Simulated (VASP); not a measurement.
Input of a VASP 6.6.1 run:

File INCAR:

```
SYSTEM = CsSi3Ru
  PREC = Accurate
  ENCUT = 500
  EDIFF = 1E-7
  ISMEAR = 0
  SIGMA = 0.1
  LREAL = .FALSE.
  LASPH = .TRUE.
  NELM = 120
  ALGO = Normal
  ISIF = 3
  LWAVE = .FALSE.
  LCHARG = .FALSE.
  GGA = PE
  IBRION = 2
  NSW = 100
  EDIFFG = -0.01
  GGA_COMPAT = .FALSE.
  NELMIN = 4
```

File KPOINTS:

```
regular mesh
0
G
  8 8 8
  0 0 0
```

POSCAR

```
CsSi3Ru
1.0
    4.7976427027      0.0000000000      0.0000000000
    0.0000000000      4.7976427027      0.0000000000
    0.0000000000      0.0000000000      4.7976427027
Cs Si Ru
1 3 1
Direct
    0.0000000000      0.0000000000      0.0000000000
    0.0000000000      0.5000000000      0.5000000000
    0.5000000000      0.0000000000      0.5000000000
    0.5000000000      0.5000000000      0.0000000000
    0.5000000000      0.5000000000      0.5000000000
```

Potentials or basis: VASP PAW PBE potentials, release 64 (Cs_sv, Si, Ru_pv).

The run is started by

```bash
$ cat potpaw_PBE.64/Cs_sv/POTCAR potpaw_PBE.64/Si/POTCAR potpaw_PBE.64/Ru_pv/POTCAR > POTCAR
$ mpirun -np 1 vasp_std > vasp.out
```

Q: Estimate the space group after relaxing (to 0.1 Å).

A: Pm-3m (No. 221).

Q: Estimate the band gap on the k mesh.

A: Zero (an odd number of electrons rules out a gap without spin polarisation).

Q: Estimate the relaxed cell.

A: a = 4.813 Å, b = 4.813 Å, c = 4.813 Å, α = 90.00°, β = 90.00°, γ = 90.00°.

Q: What does it give for the relaxed volume?

A: 22.29 Å³/atom.

The path:
```
step  energy change (eV)  largest force (eV/Å)  pressure (GPa)  volume (Å³)
   1              0.0000                0.0000            0.66       110.43
   2             -0.0018                0.0000           -0.25       111.88
   3             -0.0021                0.0000            0.01       111.47
```

Caveat: spin-orbit coupling is left out, which moves the levels of the heavy elements.
